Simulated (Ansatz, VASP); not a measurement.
One calculation of LiCl, two programs

```
CELL_PARAMETERS angstrom
-0.05130 2.56476 2.56476
2.51346 0.00000 2.51346
2.56476 2.56476 -0.05130
ATOMIC_POSITIONS crystal
Li 0.00000 0.00000 0.00000
Cl 0.50000 0.50000 0.50000
```

Change from the starting cell: strain -0.0400 x Voigt [0, 0, 0, 0, 1, 0], atoms carried along.

Alike in both runs: task single point; functional PBE; k mesh 8 × 8 × 8; occupations gaussian, width 0.05 eV; no spin polarisation.

|  | VASP | Ansatz |
| --- | --- | --- |
| version | VASP 6.6.1 | Ansatz 0.2.0 |
| potentials or method | VASP PAW PBE potentials, release 64 (Li_sv, Cl), cutoff 520 eV | scalar-relativistic, plane waves, PAW |
| valence electrons in the cell | 10 | 10 |

Ansatz gave:

* gap on the k mesh at the Fermi level (eV): 6.20
* least direct gap on the mesh (eV): 6.20

Which values does VASP return?

gap on the k mesh at the Fermi level (eV): 6.21; least direct gap on the mesh (eV): 6.21.

Noted on VASP's run: the cutoff is short for stress, so the pressure is rough.
